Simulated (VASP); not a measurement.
Runs of VASP 6.6.1 on Sn. The structure is that of space group I4_1/amd (No. 141), or close to it. The cells are those of the table. 

| cell | further INCAR settings | gap on the mesh (eV) | pressure (GPa) |
| --- | --- | --- | --- |
| a = 4.309 Å, angles 100.1, 100.1, 130.4°, 2 atoms | ALGO = Fast; EDIFF = 1e-06; NBANDS = 21 | none | 0.8 |
| a = 4.412 Å, angles 98.1, 98.1, 136.0°, 2 atoms | ALGO = Fast; EDIFF = 1e-07; NBANDS = 21 | none | (c) |
| a = 4.686 Å, angles 95.0, 95.0, 145.8°, 2 atoms | ALGO = Fast; EDIFF = 1e-07; NBANDS = 21 | none | 3.0 |
| a = 4.374 Å, angles 98.7, 98.7, 134.1°, 2 atoms | ALGO = Fast; EDIFF = 1e-06; NBANDS = 21 | none | -0.8 |
| a = 4.260 Å, angles 101.5, 101.5, 126.9°, 2 atoms | ALGO = Fast; EDIFF = 1e-07; NBANDS = 21 | none | 2.6 |
| a = 4.493 Å, angles 96.9, 96.9, 139.5°, 2 atoms | ALGO = Fast; EDIFF = 1e-06; NBANDS = 21 | none | -1.5 |
| a = 4.535 Å, angles 96.4, 96.4, 141.0°, 2 atoms | ALGO = Fast; EDIFF = 1e-06; NBANDS = 21 | none | (a) |
| a = 4.618 Å, angles 95.5, 95.5, 143.8°, 2 atoms | ALGO = Fast; EDIFF = 1e-07; NBANDS = 21 | none | (b) |

Alike in all rows: task single point; level PBEsol; potentials or basis VASP PAW PBE potentials, release 64 (Sn_d); no spin polarisation; k mesh 18 × 18 × 18; cutoff (eV) 520; smearing gaussian 0.15 eV.

Q: Estimate the missing entries.

A: (a) -1.1; (b) 0.7; (c) -1.3.

Caveats: the PAW data sets were made with another functional, which shifts forces and pressure a little; spin-orbit coupling is left out, which moves the levels of the heavy elements.

A k mesh can miss the band edges, and the runs leave out spin-orbit coupling on Sn.

A gap of «none» marks levels without a gap at the run's occupations.
